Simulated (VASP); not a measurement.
# HfH5 (Cmmm) in VASP: single point with PBE

Aim: the single point of HfH5 with PBE.

Everything below comes from runs of VASP 6.6.1. Logs are shortened: lines on timing, memory, paths and dates and some standing lists are left out, and cuts for length are marked.

## (1) The cell of the first run

It takes space group Cmmm (No. 65, orthorhombic). The conventional cell has a = 4.815 Å, b = 4.826 Å, c = 4.184 Å, α = 90.00°, β = 90.00°, γ = 90.00°. Hf (site symmetry mmm) has 10 H at 1.99 to 2.09 Å within 2.6 Å. Within 2.6 Å of H (site symmetry 2) lie 2 Hf at 1.99 Å and 8 H at 2.01 to 2.41 Å. Within 2.7 Å of H (site symmetry mmm) lie 8 H at 2.01 Å and 2 Hf at 2.09 Å.

## (2) Single point, PBE

POSCAR reads:

```
HfH5
1.0
    2.4073327224     -2.4130370111      0.0000000000
    2.4073327224      2.4130370111      0.0000000000
    0.0000000000      0.0000000000      4.1843725302
Hf H
1 5
Direct
    0.0000000000      0.0000000000      0.0000000000
    0.0000000000      0.5000000000      0.2459368381
    0.5000000000      0.0000000000      0.7540631619
    0.0000000000      0.5000000000      0.7540631619
    0.5000000000      0.0000000000      0.2459368381
    0.0000000000      0.0000000000      0.5000000000
```

INCAR.step1 reads:

```
  PREC = Accurate
  ENCUT = 520
  EDIFF = 1E-7
  ISMEAR = 0
  SIGMA = 0.1
  LREAL = F
  LASPH = T
  NELM = 60
  ALGO = Fast
  ISIF = 2
  LWAVE = F
  LCHARG = T
  LMAXMIX = 4
  GGA = PE
  NBANDS = 16
```

KPOINTS.step1 reads:

```
Automatic mesh
0
Gamma
  12 12 10
```

INCAR.step2 reads:

```
  PREC = Accurate
  ENCUT = 520
  EDIFF = 1E-7
  ISMEAR = -5
  SIGMA = 0.1
  LREAL = F
  LASPH = T
  NELM = 60
  ALGO = Fast
  ISIF = 2
  LWAVE = F
  LCHARG = F
  LMAXMIX = 4
  GGA = PE
  LORBIT = 11
  NEDOS = 1001
  ICHARG = 11
```

KPOINTS.step2 reads:

```
Automatic mesh
0
Gamma
  18 18 15
```

Potentials or basis: VASP PAW PBE potentials, release 64 (Hf_pv, H).

The run is started by

```console
$ cat potpaw_PBE.64/Hf_pv/POTCAR potpaw_PBE.64/H/POTCAR > POTCAR
$ cp INCAR.step1 INCAR
$ cp KPOINTS.step1 KPOINTS
$ mpirun -np 1 vasp_std > vasp.out
$ cp INCAR.step2 INCAR
$ cp KPOINTS.step2 KPOINTS
$ mpirun -np 1 vasp_std > vasp.out
```

OUTCAR:

```text
PREC = Accurate
   ENCUT = 520
   EDIFF = 1E-7
   ISMEAR = -5
   LREAL = F
   LASPH = T
   NELM = 60
   ISIF = 2
   GGA = PE
   LORBIT = 11
   ICHARG = 11

 ion  position               nearest neighbor table
   1  0.000  0.000  0.000-   2 1.99   3 1.99   4 1.99   5 1.99   2 1.99   4 1.99   3 1.99   5 1.99
                             6 2.09   6 2.09
   2  0.000  0.500  0.246-   1 1.99   1 1.99
   3  0.500  0.000  0.754-   1 1.99   1 1.99
   4  0.000  0.500  0.754-   1 1.99   1 1.99
   5  0.500  0.000  0.246-   1 1.99   1 1.99
   6  0.000  0.000  0.500-   1 2.09   1 2.09

  LATTYP: Found a base centered orthorhombic cell.
 ALAT       =     4.8146654448
 B/A-ratio  =     1.0023695473
 C/A-ratio  =     0.8690889488

  Lattice vectors:

 A1 = (   2.4073327224,  -2.4130370111,   0.0000000000)
 A2 = (   2.4073327224,   2.4130370111,   0.0000000000)
 A3 = (   0.0000000000,   0.0000000000,   4.1843725302)

Analysis of symmetry for initial positions (statically):
=====================================================================
 Subroutine PRICEL returns:
 Original cell was already a primitive cell.

 Routine SETGRP: Setting up the symmetry group for a
 base centered orthorhombic supercell.

 Subroutine GETGRP returns: Found  8 space group operations
 (whereof  8 operations were pure point group operations)
 out of a pool of  8 trial point group operations.

The static configuration has the point symmetry D_2h.

Analysis of symmetry for dynamics (positions and initial velocities):
=====================================================================
 Subroutine PRICEL returns:
 Original cell was already a primitive cell.

 Routine SETGRP: Setting up the symmetry group for a
 base centered orthorhombic supercell.

 Subroutine GETGRP returns: Found  8 space group operations
 (whereof  8 operations were pure point group operations)
 out of a pool of  8 trial point group operations.

The dynamic configuration has the point symmetry D_2h.

 Subroutine INISYM returns: Found  8 space group operations
 (whereof  8 operations are pure point group operations),
 and found     1 'primitive' translations

----------------------------------------------------------------------------------------

                                     Primitive cell

  volume of cell :      48.6139

  direct lattice vectors                    reciprocal lattice vectors
     2.407332722 -2.413037011  0.000000000     0.207698751 -0.207207763  0.000000000
     2.407332722  2.413037011  0.000000000     0.207698751  0.207207763  0.000000000
     0.000000000  0.000000000  4.184372530     0.000000000  0.000000000  0.238984458

  length of vectors
     3.408518513  3.408518513  4.184372530     0.293383415  0.293383415  0.238984458

  position of ions in fractional coordinates (direct lattice)
     0.000000000  0.000000000  0.000000000
     1.000000000  0.500000000  0.245936838
     0.500000000  1.000000000  0.754063162
     1.000000000  0.500000000  0.754063162
     0.500000000  1.000000000  0.245936838
     0.000000000  0.000000000  0.500000000

  ion indices of the primitive-cell ions
   primitive index   ion index
                 1           1
                 2           2
                 3           3
                 4           4
                 5           5
                 6           6

----------------------------------------------------------------------------------------

 KPOINTS: Automatic mesh

Automatic generation of k-mesh.
 Grid dimensions read from file:
 generate k-points for:   18   18   15

 Generating k-lattice:

  Cartesian coordinates                     Fractional coordinates (reciprocal lattice)
     0.011538820 -0.011511542  0.000000000     0.055555556  0.000000000  0.000000000
     0.011538820  0.011511542  0.000000000     0.000000000  0.055555556  0.000000000
     0.000000000  0.000000000  0.015932297     0.000000000  0.000000000  0.066666667

  Length of vectors
     0.016299079  0.016299079  0.015932297

  Shift w.r.t. Gamma in fractional coordinates (k-lattice)
     0.000000000  0.000000000  0.000000000

 TETIRR: Found   7299 inequivalent tetrahedra from    29160

 Subroutine IBZKPT returns following result:
 ===========================================

 Found    728 irreducible k-points:

 Following reciprocal coordinates:
            Coordinates               Weight
  0.000000  0.000000  0.000000      1.000000
  0.055556  0.000000  0.000000      4.000000
  0.111111  0.000000  0.000000      4.000000
  0.166667  0.000000  0.000000      4.000000
  0.222222  0.000000  0.000000      4.000000
  0.277778  0.000000  0.000000      4.000000
[... 16 lines left out ...]
 -0.277778  0.055556  0.000000      4.000000
 -0.222222  0.055556  0.000000      4.000000
 [... further k-points ...]
   k-points           NKPTS =    728   k-points in BZ     NKDIM =    728   number of bands    NBANDS=     11
   number of dos      NEDOS =   1001   number of ions     NIONS =      6
   total plane-waves  NPLWV =  25088
   dimension x,y,z NGX =    28 NGY =   28 NGZ =   32
   dimension x,y,z NGXF=    56 NGYF=   56 NGZF=   64
   ions per type =               1   5
   NGX,Y,Z   is equivalent  to a cutoff of  13.66, 13.66, 12.71 a.u.
   NGXF,Y,Z  is equivalent  to a cutoff of  27.31, 27.31, 25.43 a.u.
 SYSTEM =  unknown system
   PREC   = accura    normal or accurate (medium, high low for compatibility)
   ISTART =      0    job   : 0-new  1-cont  2-samecut
   ICHARG =     11    charge: 1-file 2-atom 10-const
   ISPIN  =      1    spin polarized calculation?
   LNONCOLLINEAR =      F non collinear calculations
   LSORBIT =      F    spin-orbit coupling
   LASPH  =      T    aspherical Exc in radial PAW
   ENCUT  =  520.0 eV  38.22 Ry    6.18 a.u.   6.34  6.34  7.78*2*pi/ulx,y,z
   NELM   =     60;   NELMIN=  2; NELMDL=  0     # of ELM steps
   EDIFF  = 0.1E-06   stopping-criterion for ELM
   LREAL  =      F    real-space projection
   EDIFFG = 0.1E-05   stopping-criterion for IOM
   NSW    =      0    number of steps for IOM
   IBRION =     -1    ionic relax: 0-MD 1-quasi-New 2-CG
   NFREE  =      0    steps in history (QN), initial steepest desc. (CG)
   ISIF   =      2    stress and relaxation
   ISYM   =      2    0-nonsym 1-usesym 2-fastsym
   POTIM  = 0.5000    time-step for ionic-motion
   TEBEG  =    0.0;   TEEND  =   0.0 temperature during run
   PSTRESS=    0.0 pullay stress
   NELECT =      15.0000    total number of electrons
   NUPDOWN=      -1.0000    fix difference up-down
   EMIN   =  10.00;   EMAX   =-10.00  energy-range for DOS
   EFERMI =   0.00;   METHOD = LEGACY
   ISMEAR =    -5;   SIGMA  =   0.10  broadening in eV -4-tet -1-fermi 0-gaus
   EFERMI_NEDOS =   21; number of points for ismear=-14 and -15
   IALGO  =     68    algorithm
   IMIX   =      4    mixing-type and parameters
     AMIX     =   0.40;   BMIX     =  1.00
     AMIX_MAG =   1.60;   BMIX_MAG =  1.00
  volume/ion in A,a.u.               =       8.10        54.68
  Fermi-wavevector in a.u.,A,eV,Ry     =   1.106246  2.090502 16.650545  1.223781
  Thomas-Fermi vector in A             =   2.242744
   LORBIT       =     11    0 simple, 1 ext, 2 COOP (PROOUT), +10 PAW based schemes
   GGA     = PE    functional components
   LHFCALC =     F    Hartree Fock is set to
   AEXX    =    0.0000 exact exchange contribution
   IVDW    =     0    specifies the selected vdW correction
   LEPSILON=     F    determine dielectric tensor
   LRPA    =     F    only Hartree local field effects (RPA)
 non-spin polarized calculation
 RMM-DIIS sequential band-by-band and
 Fermi weights with tetrahedron method with Bloechl corrections
  energy-cutoff  :      520.00
  volume of cell :       48.61
 maximum number of plane-waves:      1328
 NGX is ok and might be reduce to    28

 number of electron      15.0000001 magnetization

 Free energy of the ion-electron system (eV)
  ---------------------------------------------------
  ext. energy  EPLUGINS =         0.00000000
  ---------------------------------------------------
  free energy    TOTEN  =       -26.04146289 eV

  energy without entropy =      -26.04146289  energy(sigma->0) =      -26.04146289

 E-fermi :   0.6002     XC(G=0):  -9.5225

 val. band max:        0.5921294477   @ k =  -0.1111   0.0556   0.4000
 cond. band min:       0.5065831703   @ k =   0.1667   0.1667   0.3333
 fundamental gap:     -0.0855462774
 Fermi energy:         0.6001543367

 k-point     1 :       0.0000    0.0000    0.0000
  band No.  band energies     occupation
      1     -29.1997      2.00000
      2     -29.1975      2.00000
      3     -29.1900      2.00000
      4      -7.9158      2.00000
      5      -3.6074      2.00000
      6      -1.9283      2.00000
      7      -0.5750      2.00000
      8       3.3054      0.00000
      9       4.2186      0.00000
     10       4.2201      0.00000
     11       5.5965      0.00000

 k-point     2 :       0.0556    0.0000    0.0000
  band No.  band energies     occupation
      1     -29.2069      2.00000
      2     -29.1979      2.00000
      3     -29.1890      2.00000
      4      -7.8721      2.00000
      5      -3.5898      2.00000
      6      -1.9101      2.00000
      7      -0.6093      2.00000
      8       2.8994      0.00000
      9       4.2279      0.00000
     10       4.7428      0.00000
     11       5.4997      0.00000
[... 295 lines left out ...]
 k-point    24 :      -0.2222    0.0556    0.0000
  band No.  band energies     occupation
      1     -29.3083      2.00000
      2     -29.1995      2.00000
      3     -29.1744      2.00000
      4      -7.2333      2.00000
      5      -3.3688      2.00000
      6      -1.7063      2.00000
      7      -1.1224      2.00000
      8       1.4343      0.00000
      9       4.4143      0.00000
     10       4.5970      0.00000
     11       6.2038      0.00000

 [... further k-points ...]
[... 5 lines left out ...]
  --------------------------------------------------------------------------------------
  -------------------------------------------------------------------------------------
  Total        0.0711968      0.0532406     -0.2393987     -0.0000000      0.0000000      0.0000000
  in kB        2.3464466      1.7546592     -7.8899092     -0.0000000      0.0000000      0.0000000
  external PRESSURE =      -1.2629345 kB  Pullay stress =       0.0000000 kB

 VOLUME and BASIS-vectors are now :
 -----------------------------------------------------------------------------
  energy-cutoff  :      520.00
  volume of cell :       48.61
      direct lattice vectors                 reciprocal lattice vectors
     2.407332722 -2.413037011  0.000000000     0.207698751 -0.207207763  0.000000000
     2.407332722  2.413037011  0.000000000     0.207698751  0.207207763  0.000000000
     0.000000000  0.000000000  4.184372530     0.000000000  0.000000000  0.238984458

 POSITION                                       TOTAL-FORCE (eV/Angst)
 -----------------------------------------------------------------------------------
      0.00000      0.00000      0.00000        -0.000000      0.000000      0.000000
      1.20367      1.20652      1.02909         0.000000     -0.000000      0.016696
      1.20367     -1.20652      3.15528        -0.000000     -0.000000     -0.016696
      1.20367      1.20652      3.15528        -0.000000     -0.000000     -0.016696
      1.20367     -1.20652      1.02909         0.000000      0.000000      0.016696
      0.00000      0.00000      2.09219        -0.000000      0.000000      0.000000
 -----------------------------------------------------------------------------------
    total drift:                                0.000000      0.000000     -0.000000

  FREE ENERGIE OF THE ION-ELECTRON SYSTEM (eV)
  ---------------------------------------------------
  free  energy   TOTEN  =       -26.0414628949 eV

  energy  without entropy=      -26.0414628949  energy(sigma->0) =      -26.04146289

 total charge

# of ion       s       p       d       tot
------------------------------------------
    1        0.311   6.571   1.561   8.443
    2        0.529   0.009   0.000   0.538
    3        0.529   0.009   0.000   0.538
    4        0.529   0.009   0.000   0.538
    5        0.529   0.009   0.000   0.538
    6        0.485   0.007   0.000   0.492
--------------------------------------------------
tot          2.912   6.613   1.561  11.086
```

It took 9 min on 1 thread of Oxide Virtual Turin-like, shared host; peak memory 0.48 GiB.

Results:

```
Valence electrons inside the program's atomic spheres : Hf 8.44; H 0.54, 0.49 (each value once)
```

Caveat: spin-orbit coupling is left out, which moves the levels of the heavy elements; an odd number of electrons without spin polarisation forces a metal; a magnetic or distorted state may lie lower.
